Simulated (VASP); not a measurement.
Pd, 1 atom in the cell. The structure is cubic, space group Fm-3m (No. 225). The conventional cell has a = 3.942 Å, b = 3.942 Å, c = 3.942 Å, α = 90.00°, β = 90.00°, γ = 90.00°. Within 3.7 Å of Pd (site symmetry m-3m) lie 12 Pd at 2.79 Å. 

* Program: VASP 6.6.1
* Task: single point
* Functional: PBE
* Potentials or basis: VASP PAW PBE potentials, release 64 (Pd)
* Cutoff: 520 eV
* k mesh: 35 × 35 × 35
* Occupations: methfessel-paxton, width 0.1 eV
* Spin: no spin polarisation
* Dipole correction: no
* Further INCAR settings: ALGO = Normal; EDIFF = 1e-07; NBANDS = 11

Potentials or basis: VASP PAW PBE potentials, release 64 (Pd).

Command:

```sh
$ cat potpaw_PBE.64/Pd/POTCAR > POTCAR
$ mpirun -np 1 vasp_std > vasp.out
```

Hardware: 1 thread of Intel(R) Xeon(R) Platinum 8259CL CPU @ 2.50GHz (Skylake/Cascade Lake) (shared host).

Q: How long does it take, and how much memory?

A: It took 2.5 min on 1 thread of Intel(R) Xeon(R) Platinum 8259CL CPU @ 2.50GHz (Skylake/Cascade Lake) (shared host), peak memory 0.31 GiB. Counts: scf iterations 12, k points 1140.
